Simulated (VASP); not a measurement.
Ni:

```xyz
1
Lattice="0.0000 1.7331 1.7331 1.7331 0.0000 1.7331 1.7331 1.7331 0.0000" Properties=species:S:1:pos:R:3 pbc="T T T"
Ni    0.0000    0.0000    0.0000
```

Program: VASP 6.6.1. Alike in all runs: task single point; level r2SCAN; potentials or basis VASP PAW PBE potentials, release 64 (Ni); no spin polarisation; cell as given; k mesh 15 × 15 × 15; cutoff (eV) 520.

Question: Order these runs on this cell by their pressure, lowest first.
A. smearing gaussian 1 eV
B. smearing gaussian 0.6 eV
C. smearing gaussian 0.1 eV

Answer: C (0.1 GPa), B (2.3 GPa), A (4.9 GPa).

Caveats: the PAW data sets were made with another functional, which shifts forces and pressure a little; the run has no spin polarisation, though such a crystal can be magnetic; so wide a smearing shifts energies and pressures (at least some runs); the cell stands under pressure (at least some runs).
